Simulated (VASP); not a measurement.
# Hf (Fm-3m) in VASP: a series of runs

The runs below take Hf through single point, relaxation of cell and atoms, with PBE.

All numbers are computed with VASP 6.6.1; they aren't measurements. Logs are shortened: lines on timing, memory, paths and dates and some standing lists are left out, and cuts for length are marked.

**1. The cell of the first run**

Symmetry: Fm-3m, No. 225, cubic system. The conventional cell has a = 4.185 Å, b = 4.185 Å, c = 4.185 Å, α = 90.00°, β = 90.00°, γ = 90.00°. Hf (site symmetry m-3m) has 12 Hf at 2.96 Å within 3.9 Å.

**2. Single point, PBE**

INCAR reads:

```
PREC = Accurate
ENCUT = 520
EDIFF = 1E-7
ISMEAR = -1
SIGMA = 0.08
LREAL = F
LASPH = T
NELM = 80
ALGO = Normal
ISIF = 2
LWAVE = F
LCHARG = F
GGA = PE
NBANDS = 11
```

KPOINTS reads:

```
Automatic mesh
0
Gamma
  16 16 16
```

POSCAR reads:

```
Hf
1.0
    0.0000000000      2.0923104162      2.0923104162
    2.0923104162      0.0000000000      2.0923104162
    2.0923104162      2.0923104162      0.0000000000
Hf
1
Direct
    0.0000000000      0.0000000000      0.0000000000
```

Potentials or basis: VASP PAW PBE potentials, release 64 (Hf_pv).

Command:

```sh
$ cat potpaw_PBE.64/Hf_pv/POTCAR > POTCAR
$ mpirun -np 1 vasp_std > vasp.out
```

OUTCAR:

```text
PREC = Accurate
   ENCUT = 520
   EDIFF = 1E-7
   ISMEAR = -1
   LREAL = F
   LASPH = T
   NELM = 80
   ISIF = 2
   GGA = PE

 ion  position               nearest neighbor table
   1  0.000  0.000  0.000-

  LATTYP: Found a face centered cubic cell.
 ALAT       =     4.1846208324

  Lattice vectors:

 A1 = (   0.0000000000,   2.0923104162,   2.0923104162)
 A2 = (   2.0923104162,   0.0000000000,   2.0923104162)
 A3 = (   2.0923104162,   2.0923104162,   0.0000000000)

Analysis of symmetry for initial positions (statically):
=====================================================================
 Subroutine PRICEL returns:
 Original cell was already a primitive cell.

 Routine SETGRP: Setting up the symmetry group for a
 face centered cubic supercell.

 Subroutine GETGRP returns: Found 48 space group operations
[... 9 lines left out ...]

 Routine SETGRP: Setting up the symmetry group for a
 face centered cubic supercell.

 Subroutine GETGRP returns: Found 48 space group operations
[... 11 lines left out ...]
                                     Primitive cell

  volume of cell :      18.3193

  direct lattice vectors                    reciprocal lattice vectors
     0.000000000  2.092310416  2.092310416    -0.238970277  0.238970277  0.238970277
     2.092310416  0.000000000  2.092310416     0.238970277 -0.238970277  0.238970277
     2.092310416  2.092310416  0.000000000     0.238970277  0.238970277 -0.238970277

  length of vectors
     2.958973767  2.958973767  2.958973767     0.413908661  0.413908661  0.413908661

  position of ions in fractional coordinates (direct lattice)
     0.000000000  0.000000000  0.000000000

  ion indices of the primitive-cell ions
   primitive index   ion index
                 1           1

----------------------------------------------------------------------------------------

 KPOINTS: Automatic mesh

Automatic generation of k-mesh.
 Grid dimensions read from file:
 generate k-points for:   16   16   16

 Generating k-lattice:

  Cartesian coordinates                     Fractional coordinates (reciprocal lattice)
    -0.014935642  0.014935642  0.014935642     0.062500000  0.000000000  0.000000000
     0.014935642 -0.014935642  0.014935642     0.000000000  0.062500000  0.000000000
     0.014935642  0.014935642 -0.014935642     0.000000000  0.000000000  0.062500000

  Length of vectors
     0.025869291  0.025869291  0.025869291

  Shift w.r.t. Gamma in fractional coordinates (k-lattice)
     0.000000000  0.000000000  0.000000000

 Subroutine IBZKPT returns following result:
 ===========================================

 Found    145 irreducible k-points:

 Following reciprocal coordinates:
            Coordinates               Weight
  0.000000  0.000000  0.000000      1.000000
  0.062500  0.000000  0.000000      8.000000
  0.125000  0.000000  0.000000      8.000000
  0.187500  0.000000  0.000000      8.000000
  0.250000  0.000000  0.000000      8.000000
  0.312500  0.000000  0.000000      8.000000
[... 16 lines left out ...]
 -0.125000  0.062500  0.000000     24.000000
 -0.062500  0.062500  0.000000     12.000000
 [... further k-points ...]
   k-points           NKPTS =    145   k-points in BZ     NKDIM =    145   number of bands    NBANDS=     11
   number of dos      NEDOS =    301   number of ions     NIONS =      1
   total plane-waves  NPLWV =  13824
   dimension x,y,z NGX =    24 NGY =   24 NGZ =   24
   dimension x,y,z NGXF=    48 NGYF=   48 NGZF=   48
   ions per type =               1
   NGX,Y,Z   is equivalent  to a cutoff of  13.48, 13.48, 13.48 a.u.
   NGXF,Y,Z  is equivalent  to a cutoff of  26.97, 26.97, 26.97 a.u.
 SYSTEM =  unknown system
   PREC   = accura    normal or accurate (medium, high low for compatibility)
   ISTART =      0    job   : 0-new  1-cont  2-samecut
   ICHARG =      2    charge: 1-file 2-atom 10-const
   ISPIN  =      1    spin polarized calculation?
   LNONCOLLINEAR =      F non collinear calculations
   LSORBIT =      F    spin-orbit coupling
   LASPH  =      T    aspherical Exc in radial PAW
   ENCUT  =  520.0 eV  38.22 Ry    6.18 a.u.   5.50  5.50  5.50*2*pi/ulx,y,z
   NELM   =     80;   NELMIN=  2; NELMDL= -5     # of ELM steps
   EDIFF  = 0.1E-06   stopping-criterion for ELM
   LREAL  =      F    real-space projection
   EDIFFG = 0.1E-05   stopping-criterion for IOM
   NSW    =      0    number of steps for IOM
   IBRION =     -1    ionic relax: 0-MD 1-quasi-New 2-CG
   NFREE  =      0    steps in history (QN), initial steepest desc. (CG)
   ISIF   =      2    stress and relaxation
   ISYM   =      2    0-nonsym 1-usesym 2-fastsym
   POTIM  = 0.5000    time-step for ionic-motion
   TEBEG  =    0.0;   TEEND  =   0.0 temperature during run
   PSTRESS=    0.0 pullay stress
   NELECT =      10.0000    total number of electrons
   NUPDOWN=      -1.0000    fix difference up-down
   EMIN   =  10.00;   EMAX   =-10.00  energy-range for DOS
   EFERMI =   0.00;   METHOD = LEGACY
   ISMEAR =    -1;   SIGMA  =   0.08  broadening in eV -4-tet -1-fermi 0-gaus
   EFERMI_NEDOS =   21; number of points for ismear=-14 and -15
   IALGO  =     38    algorithm
   IMIX   =      4    mixing-type and parameters
     AMIX     =   0.40;   BMIX     =  1.00
     AMIX_MAG =   1.60;   BMIX_MAG =  1.00
  volume/ion in A,a.u.               =      18.32       123.62
  Fermi-wavevector in a.u.,A,eV,Ry     =   1.337946  2.528352 24.355797  1.790101
  Thomas-Fermi vector in A             =   2.466455
   LORBIT       =      0    0 simple, 1 ext, 2 COOP (PROOUT), +10 PAW based schemes
   GGA     = PE    functional components
   LHFCALC =     F    Hartree Fock is set to
   AEXX    =    0.0000 exact exchange contribution
   IVDW    =     0    specifies the selected vdW correction
   LEPSILON=     F    determine dielectric tensor
   LRPA    =     F    only Hartree local field effects (RPA)
 non-spin polarized calculation
  energy-cutoff  :      520.00
  volume of cell :       18.32
 maximum number of plane-waves:       531
 NGX is ok and might be reduce to    24
   NGX = 11   NGY = 11   NGZ = 11

 number of electron      10.0000001 magnetization

 Free energy of the ion-electron system (eV)
  ---------------------------------------------------
  ext. energy  EPLUGINS =         0.00000000
  ---------------------------------------------------
  free energy    TOTEN  =        -9.53899672 eV

  energy without entropy =       -9.51416098  energy(sigma->0) =       -9.52657885

 E-fermi :   6.2529     XC(G=0): -12.2297

 val. band max:        6.2431944733   @ k =   0.1875   0.1250   0.0000
 cond. band min:       6.2689028276   @ k =   0.2500   0.0000   0.0000
 fundamental gap:      0.0257083543
 Fermi energy:         6.2529082232

 k-point     1 :       0.0000    0.0000    0.0000
  band No.  band energies     occupation
      1     -23.0512      2.00000
      2     -23.0512      2.00000
      3     -23.0512      2.00000
      4      -1.6142      2.00000
      5       7.6739      0.00000
      6       7.6739      0.00000
      7       7.6739      0.00000
      8      11.2587      0.00000
      9      11.2587      0.00000
     10      18.2230      0.00000
     11      19.9509      0.00000

 k-point     2 :       0.0625    0.0000    0.0000
  band No.  band energies     occupation
      1     -23.1172      2.00000
      2     -23.0589      2.00000
      3     -23.0589      2.00000
      4      -1.4379      2.00000
      5       7.4946      0.00000
      6       7.7580      0.00000
      7       7.7580      0.00000
      8      11.1531      0.00000
      9      11.1531      0.00000
     10      18.6142      0.00000
     11      19.9505      0.00000

 k-point     3 :       0.1250    0.0000    0.0000
  band No.  band energies     occupation
      1     -23.3017      2.00000
      2     -23.0809      2.00000
      3     -23.0809      2.00000
      4      -0.9361      2.00000
      5       7.0581      0.00009
      6       7.9666      0.00000
      7       7.9666      0.00000
      8      10.9320      0.00000
      9      10.9320      0.00000
     10      19.5545      0.00000
     11      19.9492      0.00000

 k-point     4 :       0.1875    0.0000    0.0000
  band No.  band energies     occupation
      1     -23.5687      2.00000
      2     -23.1136      2.00000
      3     -23.1136      2.00000
      4      -0.1923      2.00000
      5       6.5773      0.03409
      6       8.1473      0.00000
      7       8.1473      0.00000
      8      10.8541      0.00000
      9      10.8541      0.00000
     10      19.4793      0.00000
     11      19.9572      0.00000

 k-point     5 :       0.2500    0.0000    0.0000
  band No.  band energies     occupation
      1     -23.8709      2.00000
      2     -23.1517      2.00000
      3     -23.1517      2.00000
      4       0.6431      2.00000
      5       6.2689      0.90037
      6       8.1073      0.00000
      7       8.1073      0.00000
      8      11.1947      0.00000
      9      11.1947      0.00000
     10      18.5585      0.00000
     11      19.9531      0.00000
[... 211 lines left out ...]
 k-point    21 :      -0.2500    0.0625    0.0000
  band No.  band energies     occupation
      1     -23.9719      2.00000
      2     -23.2297      2.00000
      3     -23.1471      2.00000
      4       1.0508      2.00000
      5       6.1318      1.63918
      6       7.8971      0.00000
      7       8.1724      0.00000
      8      10.7559      0.00000
      9      12.1518      0.00000
     10      18.6641      0.00000
     11      19.9535      0.00000

 k-point    22 :      -0.1875    0.0625    0.0000
  band No.  band energies     occupation
      1     -23.6805      2.00000
      2     -23.1859      2.00000
      3     -23.1089      2.00000
      4       0.2263      2.00000
      5       6.3323      0.54084
      6       8.1022      0.00000
      7       8.3078      0.00000
      8      10.2831      0.00000
      9      11.5205      0.00000
     10      19.5390      0.00000
     11      19.9611      0.00000

 k-point    23 :      -0.1250    0.0625    0.0000
  band No.  band energies     occupation
      1     -23.4097      2.00000
      2     -23.1399      2.00000
      3     -23.0785      2.00000
      4      -0.5648      2.00000
      5       6.7576      0.00363
      6       8.0898      0.00000
      7       8.1341      0.00000
      8      10.3869      0.00000
      9      11.2574      0.00000
     10      19.9439      0.00000
     11      20.1508      0.00000

 k-point    24 :      -0.0625    0.0625    0.0000
  band No.  band energies     occupation
      1     -23.2093      2.00000
      2     -23.0952      2.00000
      3     -23.0609      2.00000
      4      -1.1524      2.00000
      5       7.2117      0.00001
      6       7.8809      0.00000
      7       7.9154      0.00000
      8      10.7815      0.00000
      9      11.2283      0.00000
     10      19.2195      0.00000
     11      19.9497      0.00000

 [... further k-points ...]
[... 5 lines left out ...]
  --------------------------------------------------------------------------------------
  -------------------------------------------------------------------------------------
  Total        3.3612187      3.3612187      3.3612187     -0.0000000      0.0000000     -0.0000000
  in kB      293.9672867    293.9672867    293.9672867     -0.0000000      0.0000000     -0.0000000
  external PRESSURE =     293.9672867 kB  Pullay stress =       0.0000000 kB

 VOLUME and BASIS-vectors are now :
 -----------------------------------------------------------------------------
  energy-cutoff  :      520.00
  volume of cell :       18.32
      direct lattice vectors                 reciprocal lattice vectors
     0.000000000  2.092310416  2.092310416    -0.238970277  0.238970277  0.238970277
     2.092310416  0.000000000  2.092310416     0.238970277 -0.238970277  0.238970277
     2.092310416  2.092310416  0.000000000     0.238970277  0.238970277 -0.238970277

 POSITION                                       TOTAL-FORCE (eV/Angst)
 -----------------------------------------------------------------------------------
      0.00000      0.00000      0.00000         0.000000      0.000000     -0.000000
 -----------------------------------------------------------------------------------
    total drift:                               -0.000000      0.000000      0.000000

  FREE ENERGIE OF THE ION-ELECTRON SYSTEM (eV)
  ---------------------------------------------------
  free  energy   TOTEN  =        -9.5389967181 eV

  energy  without entropy=       -9.5141609841  energy(sigma->0) =       -9.52657885
```

Wall time 48 s (1 thread of AMD EPYC 7R43 (Zen 3), shared host); peak memory 0.13 GiB.

What came out:

| Property | Result |
| --- | --- |
| Free energy | -9.5390 eV |
| Pressure | 29.4 GPa |
| Band gap on the k mesh | zero (band 5 reaches 7.67 eV, above the bottom of band 6 at 5.74 eV) |

Caveat: spin-orbit coupling is left out, which moves the levels of the heavy elements.

**3. Relaxation of cell and atoms, PBE, target pressure 30 GPa, at which the enthalpy is minimised**

INCAR reads:

```
SYSTEM = Hf
PREC = Accurate
ENCUT = 600
EDIFF = 1E-6
ISMEAR = -1
SIGMA = 0.08
LREAL = .FALSE.
LASPH = .TRUE.
NELM = 60
ALGO = Normal
ISIF = 3
LWAVE = .FALSE.
LCHARG = .FALSE.
GGA = PE
IBRION = 2
NSW = 60
EDIFFG = -0.005
PSTRESS = 300.0
```

KPOINTS reads:

```
Automatic mesh
0
G
  16 16 16
  0 0 0
```

POSCAR reads:

```
Hf
1.0
    0.0000000000      2.0909652634      2.0909652634
    2.0909652634      0.0000000000      2.0909652634
    2.0909652634      2.0909652634      0.0000000000
Hf
1
Direct
    0.0000000000      0.0000000000      0.0000000000
```

Potentials or basis: VASP PAW PBE potentials, release 64 (Hf_pv).

Command:

```sh
$ cat potpaw_PBE.64/Hf_pv/POTCAR > POTCAR
$ mpirun -np 1 vasp_std > vasp.out
```

It took 52 s on 1 thread of AMD EPYC 7R43 (Zen 3), shared host; peak memory 0.13 GiB.

The run converged. Its results:

| Item | Value |
| --- | --- |
| Free energy | -9.5286 eV |
| Relaxed volume | 18.26 Å³/atom |
| Relaxed cell | a = 2.956 Å, b = 2.956 Å, c = 2.956 Å, α = 60.00°, β = 60.00°, γ = 60.00° |
| Space group after relaxing (to 0.05 Å) | Fm-3m (No. 225) |
| Energy change on relaxing (the enthalpy is what falls) | +4.1 meV/atom |
| Ionic steps | 3 |
| Pressure after relaxing | 30.0 GPa |
| Band gap on the k mesh | zero (band 5 reaches 7.70 eV, above the bottom of band 6 at 5.76 eV) |

Step by step:
```tsv
step	energy change (eV)	largest force (eV/Å)	pressure (GPa)	volume (Å³)
1	0.0000	0.0000	29.78	18.28
2	0.0125	0.0000	30.44	18.22
3	0.0041	0.0000	30.02	18.26
```

Final structure:
```
CELL_PARAMETERS angstrom
0.00000 2.09012 2.09012
2.09012 0.00000 2.09012
2.09012 2.09012 0.00000
ATOMIC_POSITIONS crystal
Hf 0.00000 0.00000 0.00000
```

Levels at points of the mesh, in eV from the Fermi level:
```
           k point  band 3  band 4  band 5  band 6  band 7  band 8
(0.00, 0.00, 0.00)  -29.29   -7.88    1.42    1.42    1.42    5.02
(0.50, 0.00, 0.00)  -29.49   -4.30    1.10    1.10    1.44    7.80
(0.50, 0.50, 0.00)  -29.85   -4.24   -3.00    3.86    7.83    8.65
```

Caveat: the cell is relaxed towards a set pressure, so the enthalpy falls and the energy may rise; spin-orbit coupling is left out, which moves the levels of the heavy elements.

**4. Relaxation of cell and atoms, PBE, target pressure 30 GPa, at which the enthalpy is minimised**

INCAR reads:

```
SYSTEM = Hf
PREC     = Accurate       ! precision mode
ENCUT    = 600            ! plane-wave cutoff, eV
EDIFF    = 1E-6           ! SCF threshold, eV
ISMEAR   = -1             ! smearing method
SIGMA    = 0.08           ! smearing width, eV
LREAL    = .False.        ! projectors in reciprocal space
LASPH    = .True.         ! aspherical terms in the spheres
NELM     = 80             ! most SCF steps
ALGO     = Normal         ! electronic algorithm
ISIF     = 3              ! what is computed and relaxed
LWAVE    = .False.        ! write WAVECAR
LCHARG   = .False.        ! write CHGCAR
GGA      = PE             ! functional
IBRION   = 2              ! ionic algorithm
NSW      = 32             ! ionic steps
EDIFFG   = -0.005         ! ionic threshold
PSTRESS  = 300.0
```

KPOINTS reads:

```
Automatic mesh
0
Gamma
  16 16 16
  0 0 0
```

POSCAR reads:

```
Hf
1.0
    0.0000000000      2.0920874482      2.0920874482
    2.0920874482      0.0000000000      2.0920874482
    2.0920874482      2.0920874482      0.0000000000
Hf
1
Direct
    0.0000000000      0.0000000000      0.0000000000
```

Command:

```sh
$ cat potpaw_PBE.64/Hf_pv/POTCAR > POTCAR
$ mpirun -np 1 vasp_std > vasp.out
```

Wall time 19 s (1 thread of Intel Xeon Platinum 8488C (Sapphire Rapids), shared host); peak memory 0.16 GiB.

Results (log left out):

* Free energy: -9.5286 eV
* Relaxed volume: 18.26 Å³/atom
* Relaxed cell: a = 2.956 Å, b = 2.956 Å, c = 2.956 Å, α = 60.00°, β = 60.00°, γ = 60.00°
* Space group after relaxing (to 0.05 Å): Fm-3m (No. 225)
* Energy change on relaxing (the enthalpy is what falls): +9.6 meV/atom
* Ionic steps: 3
* Pressure after relaxing: 30.0 GPa
* Band gap on the k mesh: zero (band 5 reaches 7.70 eV, above the bottom of band 6 at 5.76 eV)

The path:
```tsv
step	energy change (eV)	largest force (eV/Å)	pressure (GPa)	volume (Å³)
1	0.0000	0.0000	29.47	18.31
2	0.0303	0.0000	31.17	18.15
3	0.0096	0.0000	30.01	18.26
```

Final structure:
```yaml
crystal:
  lattice:
    - [0.00000, 2.09011, 2.09011]
    - [2.09011, 0.00000, 2.09011]
    - [2.09011, 2.09011, 0.00000]
  atoms:
    - { symbol: Hf, position: [0.00000, 0.00000, 0.00000] }
```

Levels at points of the mesh, in eV from the Fermi level:
```
           k point  band 3  band 4  band 5  band 6  band 7  band 8
(0.00, 0.00, 0.00)  -29.29   -7.88    1.42    1.42    1.42    5.02
(0.50, 0.00, 0.00)  -29.49   -4.30    1.10    1.10    1.44    7.80
(0.50, 0.50, 0.00)  -29.85   -4.24   -3.00    3.86    7.83    8.65
```

Caveat: the cell is relaxed towards a set pressure, so the enthalpy falls and the energy may rise; spin-orbit coupling is left out, which moves the levels of the heavy elements.

**5. Overview**

| task | cell | cutoff (eV) | gap on the mesh (eV) | pressure (GPa) |
| --- | --- | --- | --- | --- |
| single point | a = 2.959 Å, angles 60.0°, 1 atom | 520 | none | 29.4 |
| relaxation of cell and atoms | relaxed to 30 GPa from a = 2.957 Å, angles 60.0°, 1 atom | 600 | none | 30.0 |
| relaxation of cell and atoms | relaxed to 30 GPa from a = 2.959 Å, angles 60.0°, 1 atom | 600 | none | 30.0 |

Alike in all rows: level PBE; potentials or basis VASP PAW PBE potentials, release 64 (Hf_pv); no spin polarisation; k mesh 16 × 16 × 16; smearing fermi-dirac 0.08 eV.

Caveats: spin-orbit coupling is left out, which moves the levels of the heavy elements; the cell is relaxed towards a set pressure, so the enthalpy falls and the energy may rise (some runs).

Absolute energies hang on the potentials; compare differences alone.
